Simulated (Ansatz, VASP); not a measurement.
## Na in VASP and in Ansatz

INCAR

```
SYSTEM = Na
PREC = Accurate
ENCUT = 520
EDIFF = 1E-7
ISMEAR = -1
SIGMA = 0.05
LREAL = .False.
LASPH = .True.
NELM = 60
ALGO = Normal
ISIF = 2
LWAVE = .False.
LCHARG = .False.
GGA = CA
NBANDS = 22
```

The input KPOINTS:

```
regular mesh
0
Gamma
  8 8 3
  0 0 0
```

The input POSCAR:

```
Na
1.0
    3.6755475868      0.0000000000      0.0000000000
   -1.8377737934      3.1831175830      0.0000000000
    0.0000000000      0.0000000000     12.4531759071
Na
4
Direct
    0.6666666667      0.3333333333      0.7500000000
    0.0000000000      0.0000000000      0.5000000000
    0.3333333333      0.6666666667      0.2500000000
    0.0000000000      0.0000000000      0.0000000000
```

File input.yaml:

```yaml
crystal:
  lattice:
    - [3.6755475868, 0.0, 0.0]
    - [-1.8377737934, 3.183117583, 0.0]
    - [0.0, 0.0, 12.4531759071]
  atoms:
    - { symbol: Na, position: [0.6666666667, 0.3333333333, 0.75] }
    - { symbol: Na, position: [0.0, 0.0, 0.5] }
    - { symbol: Na, position: [0.3333333333, 0.6666666667, 0.25] }
    - { symbol: Na, position: [0.0, 0.0, 0.0] }
kpoints:
  mp_grid: { grid: [8, 8, 3] }
scf:
  occupations: { method: fermi_dirac, width: 0.05 }
hamiltonian:
  xc: lda
  pseudopotentials: { kind: all_electron, lapw: { basis_error: 0.002 } }
output:
  forces: true
  stress: true
  eigenvalues: true
```

Change from the starting cell: volume scaled by 0.98.

Alike in both runs: task single point; functional LDA; k mesh 8 × 8 × 3; occupations fermi-dirac, width 0.05 eV; no spin polarisation.

```csv
,VASP,Ansatz
version,VASP 6.6.1,Ansatz 0.2.0
potentials or method,"VASP PAW LDA potentials, release 64 (Na_pv), cutoff 520 eV","all-electron LAPW, scalar-relativistic"
```

|  | VASP | Ansatz | Ansatz less VASP |
| --- | --- | --- | --- |
| gap on the k mesh at the Fermi level (eV) | none | none | - |
| pressure (GPa) | -0.7 | -0.7 | +0.02 |
| traceless stress, the component that is largest in VASP (GPa) | -0.64 | -0.64 | +0.002 |

LDA's correlation is that of Perdew and Zunger in VASP and of Perdew and Wang (1992) in Ansatz. A gap of «none» marks a metal or a gap that the smearing closes. Ansatz ran all-electron here, and VASP with PAW potentials.
